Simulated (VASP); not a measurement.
Wanted: the native input for a VASP 6.6.1 run.

| Item | Value |
| --- | --- |
| Task | single point |
| Functional | PBE |
| Potentials or basis | VASP PAW PBE potentials, release 64 (Pb_d) |
| Cutoff | 520 eV |
| k mesh | 12 × 12 × 7 |
| Occupations | fermi-dirac, width 0.05 eV |
| Spin | no spin polarisation |
| Dipole correction | no |
| Further INCAR settings | ALGO = Normal; EDIFF = 1e-07; NBANDS = 21 |

The structure of Pb lies in POSCAR:

```
Pb
1.0
    3.5102049076      0.0000000000      0.0000000000
   -1.7551024538      3.0399266224      0.0000000000
    0.0000000000      0.0000000000      5.9708505912
Pb
2
Direct
    0.3333333333      0.6666666667      0.2500000000
    0.6666666667      0.3333333333      0.7500000000
```

One way to write it, as run:

INCAR

```
SYSTEM = Pb
PREC = Accurate ; ENCUT = 520
EDIFF = 1E-7 ; ISMEAR = -1
SIGMA = 0.05 ; LREAL = .FALSE.
LASPH = .TRUE. ; NELM = 60
ALGO = Normal ; ISIF = 2
LWAVE = .FALSE. ; LCHARG = .FALSE.
GGA = PE ; NBANDS = 21
```

KPOINTS

```
Automatic mesh
0
G
  12 12 7
  0 0 0
```

Potentials or basis: VASP PAW PBE potentials, release 64 (Pb_d).

Command:

```console
$ cat potpaw_PBE.64/Pb_d/POTCAR > POTCAR
$ mpirun -np 1 vasp_std > vasp.out
```

Results of the run:

```yaml
Pressure: 0.2 GPa
Band_gap_on_the_k_mesh: zero (band 14 reaches 12.48 eV, above the bottom of band 15 at 4.93 eV)
```

Caveat: spin-orbit coupling is left out, which moves the levels of the heavy elements.

Run time: 100 s on 1 thread of Intel(R) Xeon(R) Platinum 8488C (Sapphire Rapids) (shared host), peak memory 0.23 GiB.
